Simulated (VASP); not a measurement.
Si3Br, 4 atoms in the cell. Symmetry: Pm-3m, No. 221, cubic system. Conventional cell: a = 4.221 Å, b = 4.221 Å, c = 4.221 Å, α = 90.00°, β = 90.00°, γ = 90.00°. Within 3.9 Å of Si (site symmetry 4/mmm) lie 8 Si at 2.98 Å and 4 Br at 2.98 Å. Br (site symmetry m-3m) has 12 Si at 2.98 Å within 3.9 Å. 

| Property | Result |
| --- | --- |
| Program | VASP 6.6.1 |
| Task | single point |
| Functional | PBE |
| Potentials or basis | VASP PAW PBE potentials, release 64 (Si, Br) |
| Cutoff | 520 eV |
| k mesh | 12 × 12 × 12 |
| Occupations | gaussian, width 0.1 eV |
| Spin | no spin polarisation |
| Dipole correction | no |
| Further INCAR settings | ALGO = Normal; EDIFF = 1e-07; NBANDS = 18 |

Potentials or basis: VASP PAW PBE potentials, release 64 (Si, Br).

Run with:

```bash
$ cat potpaw_PBE.64/Si/POTCAR potpaw_PBE.64/Br/POTCAR > POTCAR
$ mpirun -np 1 vasp_std > vasp.out
```

Hardware: 1 thread of Intel(R) Xeon(R) Platinum 8488C (Sapphire Rapids), with other jobs on the host.

Problem. How long does it take, and how much memory?

Solution. It took 37 s on 1 thread of Intel(R) Xeon(R) Platinum 8488C (Sapphire Rapids), with other jobs on the host, peak memory 0.24 GiB. Counts: scf iterations 13, k points 84.
